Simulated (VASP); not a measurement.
# MoS2 (Cm) in VASP: single point with PBE+D3(BJ)

Aim: the single point of MoS2 with PBE+D3(BJ).

Everything below comes from runs of VASP 6.6.1. Logs are shortened: lines on timing, memory, paths and dates and some standing lists are left out, and cuts for length are marked.

### Step 1. The cell of the first run

The structure is monoclinic, space group Cm (No. 8). Conventional cell: a = 5.461 Å, b = 3.153 Å, c = 6.267 Å, α = 90.00°, β = 106.89°, γ = 90.00°. Mo (site symmetry m) has 6 S at 2.28 to 2.70 Å within 3.0 Å. S (site symmetry m) has 3 Mo at 2.28 to 2.69 Å within 3.0 Å. S (site symmetry m) has 3 Mo at 2.28 to 2.70 Å within 3.0 Å.

### Step 2. Single point, PBE+D3(BJ) (atoms displaced along a vibrational mode)

INCAR reads:

```
SYSTEM = MoS2
PREC = Accurate
ENCUT = 520
EDIFF = 1E-6
ISMEAR = 0
SIGMA = 0.05
LREAL = .False.
LASPH = .True.
NELM = 100
ALGO = Normal
ISIF = 2
LWAVE = .False.
LCHARG = .False.
GGA = PE
IVDW = 12
NBANDS = 20
```

KPOINTS reads:

```
regular mesh
0
Gamma
  12 12 12
  0 0 0
```

POSCAR reads:

```
MoS2
1.0
    1.5764743789      0.9101779070      5.9965349857
   -1.5764743789      0.9101779070      5.9965349857
    0.0000000000     -1.8203558141      5.9965349857
Mo S
1 2
Direct
    0.0274944769      0.0274944769     -0.0549371393
    0.7123583897      0.7123583897      0.8359605988
    0.5386898454      0.5386898454      0.6617911163
```

Potentials or basis: VASP PAW PBE potentials, release 64 (Mo_sv, S).

The run is started by

```bash
$ cat potpaw_PBE.64/Mo_sv/POTCAR potpaw_PBE.64/S/POTCAR > POTCAR
$ mpirun -np 1 vasp_std > vasp.out
```

OUTCAR:

```text
SYSTEM = MoS2
   PREC = Accurate
   ENCUT = 520
   EDIFF = 1E-6
   ISMEAR = 0
   LREAL = .False.
   LASPH = .True.
   NELM = 100
   ISIF = 2
   GGA = PE
   IVDW = 12
 IVDW          = 12

 ion  position               nearest neighbor table
   1  0.027  0.027  0.945-   2 2.28   2 2.28   3 2.28   3 2.28   2 2.69   3 2.70
   2  0.712  0.712  0.836-   1 2.28   1 2.28   1 2.69
   3  0.539  0.539  0.662-   1 2.28   1 2.28   1 2.70

  LATTYP: Found a trigonal (rhomboedric) cell.
 ALAT       =     6.2667477310
 COS(alpha) =     0.8734333152

  Lattice vectors:

 A1 = (   1.5764743789,   0.9101779070,   5.9965349857)
 A2 = (  -1.5764743789,   0.9101779070,   5.9965349857)
 A3 = (   0.0000000000,  -1.8203558141,   5.9965349857)

Analysis of symmetry for initial positions (statically):
=====================================================================
 Subroutine PRICEL returns:
 Original cell was already a primitive cell.

 Routine SETGRP: Setting up the symmetry group for a
 trigonal (rhombohedral) supercell.

 Subroutine GETGRP returns: Found  2 space group operations
 (whereof  2 operations were pure point group operations)
 out of a pool of 12 trial point group operations.

The static configuration has the point symmetry C_1h.

Analysis of symmetry for dynamics (positions and initial velocities):
=====================================================================
 Subroutine PRICEL returns:
 Original cell was already a primitive cell.

 Routine SETGRP: Setting up the symmetry group for a
 trigonal (rhombohedral) supercell.

 Subroutine GETGRP returns: Found  2 space group operations
 (whereof  2 operations were pure point group operations)
 out of a pool of 12 trial point group operations.

The dynamic configuration has the point symmetry C_1h.

 Subroutine INISYM returns: Found  2 space group operations
 (whereof  2 operations are pure point group operations),
 and found     1 'primitive' translations

----------------------------------------------------------------------------------------

                                     Primitive cell

  volume of cell :      51.6256

  direct lattice vectors                    reciprocal lattice vectors
     1.576474379  0.910177907  5.996534986     0.317163416  0.183114384  0.055587658
    -1.576474379  0.910177907  5.996534986    -0.317163416  0.183114384  0.055587658
     0.000000000 -1.820355814  5.996534986     0.000000000 -0.366228768  0.055587658
[... 77 lines left out ...]
   PREC   = accura    normal or accurate (medium, high low for compatibility)
   ISTART =      0    job   : 0-new  1-cont  2-samecut
   ICHARG =      2    charge: 1-file 2-atom 10-const
   ISPIN  =      1    spin polarized calculation?
   LNONCOLLINEAR =      F non collinear calculations
   LSORBIT =      F    spin-orbit coupling
   LASPH  =      T    aspherical Exc in radial PAW
   ENCUT  =  520.0 eV  38.22 Ry    6.18 a.u.  11.65 11.65 11.65*2*pi/ulx,y,z
   NELM   =    100;   NELMIN=  2; NELMDL= -5     # of ELM steps
   EDIFF  = 0.1E-05   stopping-criterion for ELM
   LREAL  =      F    real-space projection
[... 7 lines left out ...]
   TEBEG  =    0.0;   TEEND  =   0.0 temperature during run
   PSTRESS=    0.0 pullay stress
   NELECT =      26.0000    total number of electrons
   NUPDOWN=      -1.0000    fix difference up-down
   EMIN   =  10.00;   EMAX   =-10.00  energy-range for DOS
   EFERMI =   0.00;   METHOD = LEGACY
   ISMEAR =     0;   SIGMA  =   0.05  broadening in eV -4-tet -1-fermi 0-gaus
   EFERMI_NEDOS =   21; number of points for ismear=-14 and -15
   IALGO  =     38    algorithm
   IMIX   =      4    mixing-type and parameters
     AMIX     =   0.40;   BMIX     =  1.00
     AMIX_MAG =   1.60;   BMIX_MAG =  1.00
  volume/ion in A,a.u.               =      17.21       116.13
  Fermi-wavevector in a.u.,A,eV,Ry     =   1.302500  2.461368 23.082362  1.696506
  Thomas-Fermi vector in A             =   2.433564
   LORBIT       =      0    0 simple, 1 ext, 2 COOP (PROOUT), +10 PAW based schemes
   GGA     = PE    functional components
   LHFCALC =     F    Hartree Fock is set to
   AEXX    =    0.0000 exact exchange contribution
   IVDW    =    12    specifies the selected vdW correction
   LEPSILON=     F    determine dielectric tensor
   LRPA    =     F    only Hartree local field effects (RPA)
 non-spin polarized calculation
 Gauss-broadening in eV      SIGMA  =   0.05
  energy-cutoff  :      520.00
  volume of cell :       51.63
 maximum number of plane-waves:      1408
   NGX = 23   NGY = 23   NGZ = 23

 number of electron      26.0000002 magnetization

 Free energy of the ion-electron system (eV)
  ---------------------------------------------------
  ext. energy  EPLUGINS =         0.00000000
  ---------------------------------------------------
  free energy    TOTEN  =       -20.50341065 eV

  energy without entropy =      -20.50341060  energy(sigma->0) =      -20.50341062

 E-fermi :   8.1489     XC(G=0): -11.0479

 val. band max:        8.0160079547   @ k =   0.5000   0.5000   0.5000
 cond. band min:       8.2854527172   @ k =   0.0000   0.0000   0.0000
 fundamental gap:      0.2694447626
 Fermi energy:         8.1488997079

 k-point     1 :       0.0000    0.0000    0.0000
  band No.  band energies     occupation
      1     -53.4727      2.00000
      2     -27.7309      2.00000
      3     -27.4734      2.00000
      4     -27.3254      2.00000
      5      -7.1407      2.00000
      6      -5.3002      2.00000
[... 541 lines left out ...]
     19      16.2606      0.00000
     20      16.5530      0.00000

 [... further k-points ...]

------------------------ aborting loop because EDIFF is reached ----------------------------------------

 Edisp (eV)   -1.32141

 E8    (eV) :    -0.5330

  FORCE on cell =-STRESS in cart. coord.  units (eV):
  Direction    XX          YY          ZZ          XY          YZ          ZX
  --------------------------------------------------------------------------------------
  -------------------------------------------------------------------------------------
  Total       4.37080    -1.20308     3.94059     0.00000     0.00749     0.00000
  in kB     135.64586   -37.33720   122.29466     0.00000     0.23231     0.00000
  external pressure =       73.53 kB  Pullay stress =        0.00 kB

 VOLUME and BASIS-vectors are now :
 -----------------------------------------------------------------------------
  energy-cutoff  :      520.00
  volume of cell :       51.63
      direct lattice vectors                 reciprocal lattice vectors
     1.576474379  0.910177907  5.996534986     0.317163416  0.183114384  0.055587658
    -1.576474379  0.910177907  5.996534986    -0.317163416  0.183114384  0.055587658
     0.000000000 -1.820355814  5.996534986     0.000000000 -0.366228768  0.055587658

 POSITION                                       TOTAL-FORCE (eV/Angst)
 -----------------------------------------------------------------------------------
      0.00000     -1.67030      5.99685         0.000000     -6.018832     -0.000599
      0.00000     -0.22500     13.55623         0.000000      2.999195      1.336200
      0.00000     -0.22409     10.42900         0.000000      3.019636     -1.335601
 -----------------------------------------------------------------------------------
    total drift:                               -0.000000     -0.000205      0.000023

  FREE ENERGIE OF THE ION-ELECTRON SYSTEM (eV)
  ---------------------------------------------------
  free  energy   TOTEN  =       -21.8248241858 eV

  energy  without entropy=      -21.8248241396  energy(sigma->0) =      -21.82482416
```

OSZICAR:

```text
N       E                     dE             d eps       ncg     rms          rms(c)
DAV:   1     0.177084291454E+03    0.17708E+03   -0.13581E+04 19136   0.123E+03
DAV:   2    -0.145184059488E+02   -0.19160E+03   -0.18611E+03 22956   0.317E+02
DAV:   3    -0.218723648660E+02   -0.73540E+01   -0.72829E+01 23760   0.569E+01
DAV:   4    -0.219551390151E+02   -0.82774E-01   -0.82717E-01 22780   0.636E+00
DAV:   5    -0.219564273679E+02   -0.12884E-02   -0.12883E-02 23576   0.783E-01    0.263E+01
DAV:   6    -0.209864926769E+02    0.96993E+00   -0.13188E+01 20168   0.198E+01    0.994E+00
DAV:   7    -0.206886512738E+02    0.29784E+00   -0.68135E+00 19604   0.132E+01    0.716E+00
DAV:   8    -0.205024097119E+02    0.18624E+00   -0.10586E+00 20780   0.554E+00    0.202E+00
DAV:   9    -0.205050072107E+02   -0.25975E-02   -0.31738E-02 22536   0.116E+00    0.734E-01
DAV:  10    -0.205034172274E+02    0.15900E-02   -0.12615E-02 21232   0.666E-01    0.139E-01
DAV:  11    -0.205034229333E+02   -0.57059E-05   -0.65749E-04 22164   0.164E-01    0.611E-02
DAV:  12    -0.205033988475E+02    0.24086E-04   -0.83133E-05 21504   0.567E-02    0.243E-02
DAV:  13    -0.205034105535E+02   -0.11706E-04   -0.20139E-05 21168   0.256E-02    0.972E-03
DAV:  14    -0.205034106473E+02   -0.93747E-07   -0.10719E-06 15080   0.633E-03
   1 F= -.21824824E+02 E0= -.21824824E+02  d E =-.462104E-07
```

It took 35 min on 1 thread of Oxide Virtual Turin-like, shared host; peak memory 0.63 GiB.

Results:

| Item | Value |
| --- | --- |
| Free energy | -21.8248 eV |
| Pressure | 7.4 GPa |
| Largest force | 6.019 eV/Å |
| Band gap on the k mesh | 0.27 eV (least direct gap 0.35 eV) |
| Dispersion energy per atom | -0.440 eV |

Forces on the atoms (eV/Å):
```
Mo   0.000 -6.019 -0.001
S    0.000  2.999  1.336
S    0.000  3.020 -1.336
```

Levels at points of the mesh, in eV from the valence-band top:
| k point | band 11 | band 12 | band 13 | band 14 | band 15 | band 16 |
| --- | --- | --- | --- | --- | --- | --- |
| (0.00, 0.00, 0.00) | -1.36 | -1.23 | -0.11 | 0.27 | 1.38 | 1.90 |
| (0.50, 0.00, 0.00) | -2.78 | -2.56 | -0.11 | 1.39 | 1.52 | 2.18 |
| (0.00, 0.00, 0.50) | -1.65 | -1.60 | -0.93 | 1.80 | 2.02 | 2.69 |
| (0.50, 0.50, 0.00) | -2.41 | -1.88 | -0.77 | 1.72 | 1.77 | 2.67 |
| (0.50, 0.00, 0.50) | -2.84 | -2.40 | -0.33 | 1.36 | 1.68 | 2.37 |
| (0.50, 0.50, 0.50) | -2.71 | -0.16 | 0.00 | 0.35 | 1.22 | 1.74 |

Caveat: the cell differs from its parent crystal (atoms displaced along a vibrational mode); the stress differs along the axes, from -4 to 14 GPa; forces of over 1 eV/Å act on the atoms, so gaps and moduli don't describe the material at rest. A k mesh can miss the band edges.
